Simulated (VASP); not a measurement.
# Be (Pm-3m) in VASP: single point with PBE

Aim: the single point of Be with PBE.

All numbers are computed with VASP 6.6.1; they aren't measurements. Logs are shortened: lines on timing, memory, paths and dates and some standing lists are left out, and cuts for length are marked.

**1. The cell of the first run**

The structure is cubic, space group Pm-3m (No. 221). Conventional cell: a = 2.499 Å, b = 2.499 Å, c = 2.499 Å, α = 90.00°, β = 90.00°, γ = 90.00°. Within 3.3 Å of Be (site symmetry m-3m) lie 6 Be at 2.50 Å.

This isn't the form of Be at room conditions, which is hcp.

**2. Single point, PBE (Ca replaced by Be, lengths x 0.727, strained)**

INCAR

```
SYSTEM = Be
  ALGO = Fast
  EDIFF = 1E-6
  ENCUT = 520
  GGA = PE
  ISIF = 2
  ISMEAR = 0
  LASPH = .TRUE.
  LCHARG = .TRUE.
  LELF = .TRUE.
  LREAL = .FALSE.
  LVHAR = .TRUE.
  LWAVE = .FALSE.
  NBANDS = 7
  NELM = 80
  PREC = Accurate
  SIGMA = 0.1
```

KPOINTS

```
k-points
0
G
  16 16 16
  0 0 0
```

POSCAR

```
Be
1.0
    2.4993748902      0.0000000000      0.0000000000
    0.0000000000      2.4993748902      0.0000000000
    0.0000000000      0.0000000000      2.4993748902
Be
1
Direct
    0.0000000000      0.0000000000      0.0000000000
```

Potentials or basis: VASP PAW PBE potentials, release 64 (Be).

Launch:

```console
$ cat potpaw_PBE.64/Be/POTCAR > POTCAR
$ mpirun -np 1 vasp_std > vasp.out
```

OUTCAR:

```text
SYSTEM = Be
   EDIFF = 1E-6
   ENCUT = 520
   GGA = PE
   ISIF = 2
   ISMEAR = 0
   LASPH = .TRUE.
   LREAL = .FALSE.
   NELM = 80
   PREC = Accurate

 ion  position               nearest neighbor table
   1  0.000  0.000  0.000-

  LATTYP: Found a simple cubic cell.
 ALAT       =     2.4993748902

  Lattice vectors:

 A1 = (   2.4993748902,   0.0000000000,   0.0000000000)
 A2 = (   0.0000000000,   2.4993748902,   0.0000000000)
 A3 = (   0.0000000000,   0.0000000000,   2.4993748902)

Analysis of symmetry for initial positions (statically):
=====================================================================
 Subroutine PRICEL returns:
 Original cell was already a primitive cell.

 Routine SETGRP: Setting up the symmetry group for a
 simple cubic supercell.

 Subroutine GETGRP returns: Found 48 space group operations
 (whereof 48 operations were pure point group operations)
 out of a pool of 48 trial point group operations.

The static configuration has the point symmetry O_h .

Analysis of symmetry for dynamics (positions and initial velocities):
=====================================================================
 Subroutine PRICEL returns:
 Original cell was already a primitive cell.

 Routine SETGRP: Setting up the symmetry group for a
 simple cubic supercell.

 Subroutine GETGRP returns: Found 48 space group operations
 (whereof 48 operations were pure point group operations)
 out of a pool of 48 trial point group operations.

The dynamic configuration has the point symmetry O_h .

 Subroutine INISYM returns: Found 48 space group operations
 (whereof 48 operations are pure point group operations),
 and found     1 'primitive' translations

----------------------------------------------------------------------------------------

                                     Primitive cell

  volume of cell :      15.6133

  direct lattice vectors                    reciprocal lattice vectors
     2.499374890  0.000000000  0.000000000     0.400100043  0.000000000  0.000000000
     0.000000000  2.499374890  0.000000000     0.000000000  0.400100043  0.000000000
     0.000000000  0.000000000  2.499374890     0.000000000  0.000000000  0.400100043

  length of vectors
     2.499374890  2.499374890  2.499374890     0.400100043  0.400100043  0.400100043

  position of ions in fractional coordinates (direct lattice)
     0.000000000  0.000000000  0.000000000

  ion indices of the primitive-cell ions
   primitive index   ion index
                 1           1

----------------------------------------------------------------------------------------

 KPOINTS: k-points

Automatic generation of k-mesh.
 Grid dimensions read from file:
 generate k-points for:   16   16   16

 Generating k-lattice:

  Cartesian coordinates                     Fractional coordinates (reciprocal lattice)
     0.025006253  0.000000000  0.000000000     0.062500000  0.000000000  0.000000000
     0.000000000  0.025006253  0.000000000     0.000000000  0.062500000  0.000000000
     0.000000000  0.000000000  0.025006253     0.000000000  0.000000000  0.062500000

  Length of vectors
     0.025006253  0.025006253  0.025006253

  Shift w.r.t. Gamma in fractional coordinates (k-lattice)
     0.000000000  0.000000000  0.000000000

 Subroutine IBZKPT returns following result:
 ===========================================

 Found    165 irreducible k-points:

 Following reciprocal coordinates:
            Coordinates               Weight
  0.000000  0.000000  0.000000      1.000000
  0.062500  0.000000  0.000000      6.000000
  0.125000  0.000000  0.000000      6.000000
  0.187500  0.000000  0.000000      6.000000
  0.250000  0.000000  0.000000      6.000000
  0.312500  0.000000  0.000000      6.000000
[... 16 lines left out ...]
  0.437500  0.125000  0.000000     24.000000
  0.500000  0.125000  0.000000     12.000000
 [... further k-points ...]
   k-points           NKPTS =    165   k-points in BZ     NKDIM =    165   number of bands    NBANDS=      7
   number of dos      NEDOS =    301   number of ions     NIONS =      1
   total plane-waves  NPLWV =   8000
   dimension x,y,z NGX =    20 NGY =   20 NGZ =   20
   dimension x,y,z NGXF=    40 NGYF=   40 NGZF=   40
   ions per type =               1
   NGX,Y,Z   is equivalent  to a cutoff of  13.30, 13.30, 13.30 a.u.
   NGXF,Y,Z  is equivalent  to a cutoff of  26.61, 26.61, 26.61 a.u.
 SYSTEM =  Be
   PREC   = accura    normal or accurate (medium, high low for compatibility)
   ISTART =      0    job   : 0-new  1-cont  2-samecut
   ICHARG =      2    charge: 1-file 2-atom 10-const
   ISPIN  =      1    spin polarized calculation?
   LNONCOLLINEAR =      F non collinear calculations
   LSORBIT =      F    spin-orbit coupling
   LASPH  =      T    aspherical Exc in radial PAW
   ENCUT  =  520.0 eV  38.22 Ry    6.18 a.u.   4.65  4.65  4.65*2*pi/ulx,y,z
   NELM   =     80;   NELMIN=  2; NELMDL= -5     # of ELM steps
   EDIFF  = 0.1E-05   stopping-criterion for ELM
   LREAL  =      F    real-space projection
   EDIFFG = 0.1E-04   stopping-criterion for IOM
   NSW    =      0    number of steps for IOM
   IBRION =     -1    ionic relax: 0-MD 1-quasi-New 2-CG
   NFREE  =      0    steps in history (QN), initial steepest desc. (CG)
   ISIF   =      2    stress and relaxation
   ISYM   =      2    0-nonsym 1-usesym 2-fastsym
   POTIM  = 0.5000    time-step for ionic-motion
   TEBEG  =    0.0;   TEEND  =   0.0 temperature during run
   PSTRESS=    0.0 pullay stress
   NELECT =       2.0000    total number of electrons
   NUPDOWN=      -1.0000    fix difference up-down
   EMIN   =  10.00;   EMAX   =-10.00  energy-range for DOS
   EFERMI =   0.00;   METHOD = LEGACY
   ISMEAR =     0;   SIGMA  =   0.10  broadening in eV -4-tet -1-fermi 0-gaus
   EFERMI_NEDOS =   21; number of points for ismear=-14 and -15
   IALGO  =     68    algorithm
   IMIX   =      4    mixing-type and parameters
     AMIX     =   0.40;   BMIX     =  1.00
     AMIX_MAG =   1.60;   BMIX_MAG =  1.00
  volume/ion in A,a.u.               =      15.61       105.36
  Fermi-wavevector in a.u.,A,eV,Ry     =   0.825252  1.559501  9.266131  0.681041
  Thomas-Fermi vector in A             =   1.937079
   LORBIT       =      0    0 simple, 1 ext, 2 COOP (PROOUT), +10 PAW based schemes
   GGA     = PE    functional components
   LHFCALC =     F    Hartree Fock is set to
   AEXX    =    0.0000 exact exchange contribution
   IVDW    =     0    specifies the selected vdW correction
   LEPSILON=     F    determine dielectric tensor
   LRPA    =     F    only Hartree local field effects (RPA)
 non-spin polarized calculation
 RMM-DIIS sequential band-by-band and
 Gauss-broadening in eV      SIGMA  =   0.10
  energy-cutoff  :      520.00
  volume of cell :       15.61
 maximum number of plane-waves:       441
 NGX is ok and might be reduce to    20
   NGX =  9   NGY =  9   NGZ =  9

 number of electron       2.0000000 magnetization

 Free energy of the ion-electron system (eV)
  ---------------------------------------------------
  ext. energy  EPLUGINS =         0.00000000
  ---------------------------------------------------
  free energy    TOTEN  =        -2.41638133 eV

  energy without entropy =       -2.41373494  energy(sigma->0) =       -2.41505814

 E-fermi :   2.0694     XC(G=0):  -8.5291

 val. band max:        2.0210809266   @ k =   0.5000   0.2500   0.2500
 cond. band min:       2.0734606358   @ k =   0.4375   0.3125   0.3125
 fundamental gap:      0.0523797093
 Fermi energy:         2.0693587951

 k-point     1 :       0.0000    0.0000    0.0000
  band No.  band energies     occupation
      1      -5.4247      2.00000
      2      12.0796      0.00000
      3      12.0796      0.00000
      4      12.0796      0.00000
      5      17.3181      0.00000
      6      17.3181      0.00000
      7      22.3050      0.00000

 k-point     2 :       0.0625    0.0000    0.0000
  band No.  band energies     occupation
      1      -5.3465      2.00000
      2      11.2037      0.00000
      3      12.1466      0.00000
      4      12.1466      0.00000
      5      17.4068      0.00000
      6      18.2535      0.00000
      7      22.3138      0.00000

 k-point     3 :       0.1250    0.0000    0.0000
  band No.  band energies     occupation
      1      -5.1119      2.00000
      2       9.4632      0.00000
      3      12.3439      0.00000
      4      12.3439      0.00000
      5      17.6719      0.00000
      6      20.0521      0.00000
      7      22.4396      0.00000

 k-point     4 :       0.1875    0.0000    0.0000
  band No.  band energies     occupation
      1      -4.7215      2.00000
      2       7.5770      0.00000
      3      12.6602      0.00000
      4      12.6602      0.00000
      5      18.1099      0.00000
      6      21.2512      0.00000
      7      23.3523      0.00000

 k-point     5 :       0.2500    0.0000    0.0000
  band No.  band energies     occupation
      1      -4.1761      2.00000
      2       5.7388      0.00000
      3      13.0726      0.00000
      4      13.0726      0.00000
      5      18.7130      0.00000
      6      21.4014      0.00000
      7      25.1485      0.00000

 k-point     6 :       0.3125    0.0000    0.0000
  band No.  band energies     occupation
      1      -3.4777      2.00000
      2       4.0097      0.00000
      3      13.5412      0.00000
      4      13.5412      0.00000
      5      19.4635      0.00000
      6      21.3046      0.00000
      7      26.7336      0.00000

 k-point     7 :       0.3750    0.0000    0.0000
  band No.  band energies     occupation
      1      -2.6310      2.00000
      2       2.4173      0.00000
      3      13.9992      0.00000
      4      13.9992      0.00000
      5      20.3163      0.00000
      6      21.1787      0.00000
      7      25.5153      0.00000

 k-point     8 :       0.4375    0.0000    0.0000
  band No.  band energies     occupation
      1      -1.6561      2.00000
      2       0.9922      2.00000
      3      14.3487      0.00000
      4      14.3487      0.00000
      5      21.0849      0.00000
      6      21.1372      0.00000
      7      24.6534      0.00000

 k-point     9 :       0.5000    0.0000    0.0000
  band No.  band energies     occupation
      1      -0.8648      2.00000
      2       0.0503      2.00000
      3      14.4821      0.00000
      4      14.4821      0.00000
      5      21.0507      0.00000
      6      21.5379      0.00000
      7      24.3483      0.00000

 k-point    10 :       0.0625    0.0625    0.0000
  band No.  band energies     occupation
      1      -5.2682      2.00000
      2      10.9895      0.00000
      3      11.5891      0.00000
      4      12.2134      0.00000
      5      17.9340      0.00000
      6      18.7199      0.00000
      7      22.3013      0.00000

 k-point    11 :       0.1250    0.0625    0.0000
  band No.  band energies     occupation
      1      -5.0337      2.00000
      2       9.4593      0.00000
      3      11.6214      0.00000
      4      12.4103      0.00000
      5      18.3394      0.00000
      6      20.3539      0.00000
      7      22.3569      0.00000
[... 51 lines left out ...]
 k-point    17 :       0.5000    0.0625    0.0000
  band No.  band energies     occupation
      1      -0.7802      2.00000
      2       0.1118      2.00000
      3      13.9574      0.00000
      4      14.5407      0.00000
      5      20.0120      0.00000
      6      22.1322      0.00000
      7      23.7504      0.00000

 k-point    18 :       0.1250    0.1250    0.0000
  band No.  band energies     occupation
      1      -4.7992      2.00000
      2       9.0846      0.00000
      3      10.5598      0.00000
      4      12.6058      0.00000
      5      19.2707      0.00000
      6      21.5279      0.00000
      7      22.1186      0.00000

 k-point    19 :       0.1875    0.1250    0.0000
  band No.  band energies     occupation
      1      -4.4090      2.00000
      2       7.6427      0.00000
      3      10.5221      0.00000
      4      12.9188      0.00000
      5      19.8681      0.00000
      6      21.5855      0.00000
      7      23.4844      0.00000

 k-point    20 :       0.2500    0.1250    0.0000
  band No.  band energies     occupation
      1      -3.8640      2.00000
      2       5.9183      0.00000
      3      10.9163      0.00000
      4      13.3265      0.00000
      5      20.2919      0.00000
      6      21.0290      0.00000
      7      25.2779      0.00000

 k-point    21 :       0.3125    0.1250    0.0000
  band No.  band energies     occupation
      1      -3.1663      2.00000
      2       4.2384      0.00000
      3      11.4548      0.00000
      4      13.7886      0.00000
      5      19.7818      0.00000
      6      21.3075      0.00000
      7      25.8771      0.00000

 k-point    22 :       0.3750    0.1250    0.0000
  band No.  band energies     occupation
      1      -2.3201      2.00000
      2       2.6718      0.00000
      3      12.0395      0.00000
      4      14.2391      0.00000
      5      18.8966      0.00000
      6      22.0166      0.00000
      7      25.2028      0.00000

 k-point    23 :       0.4375    0.1250    0.0000
  band No.  band energies     occupation
      1      -1.3431      2.00000
      2       1.2571      2.00000
      3      12.5378      0.00000
      4      14.5817      0.00000
      5      18.1681      0.00000
      6      22.8050      0.00000
      7      24.4263      0.00000

 k-point    24 :       0.5000    0.1250    0.0000
  band No.  band energies     occupation
      1      -0.5280      2.00000
      2       0.2953      2.00000
      3      12.7463      0.00000
      4      14.7122      0.00000
      5      17.8760      0.00000
      6      23.5130      0.00000
      7      23.7325      0.00000

 [... further k-points ...]
[... 5 lines left out ...]
  --------------------------------------------------------------------------------------
  -------------------------------------------------------------------------------------
  Total       -1.5030959     -1.5030959     -1.5030959      0.0000000      0.0000000     -0.0000000
  in kB     -154.2421516   -154.2421516   -154.2421516      0.0000000      0.0000000     -0.0000000
  external PRESSURE =    -154.2421516 kB  Pullay stress =       0.0000000 kB

 VOLUME and BASIS-vectors are now :
 -----------------------------------------------------------------------------
  energy-cutoff  :      520.00
  volume of cell :       15.61
      direct lattice vectors                 reciprocal lattice vectors
     2.499374890  0.000000000  0.000000000     0.400100043  0.000000000  0.000000000
     0.000000000  2.499374890  0.000000000     0.000000000  0.400100043  0.000000000
     0.000000000  0.000000000  2.499374890     0.000000000  0.000000000  0.400100043

 POSITION                                       TOTAL-FORCE (eV/Angst)
 -----------------------------------------------------------------------------------
      0.00000      0.00000      0.00000         0.000000      0.000000      0.000000
 -----------------------------------------------------------------------------------
    total drift:                                0.000000     -0.000000      0.000000

  FREE ENERGIE OF THE ION-ELECTRON SYSTEM (eV)
  ---------------------------------------------------
  free  energy   TOTEN  =        -2.4163813298 eV

  energy  without entropy=       -2.4137349430  energy(sigma->0) =       -2.41505814
```

It took 11 s on 1 thread of Intel Xeon Platinum 8175M at 2.50GHz (Skylake/Cascade Lake), shared host; peak memory 0.13 GiB.

What came out:

| Property | Result |
| --- | --- |
| Free energy | -2.4164 eV |
| Pressure | -15.4 GPa |
| Band gap on the k mesh | zero (bands 1 and 2 overlap by 6.06 eV) |

Caveat: the cell differs from its parent crystal (Ca replaced by Be, lengths x 0.727, strained); the cell stands under tension.
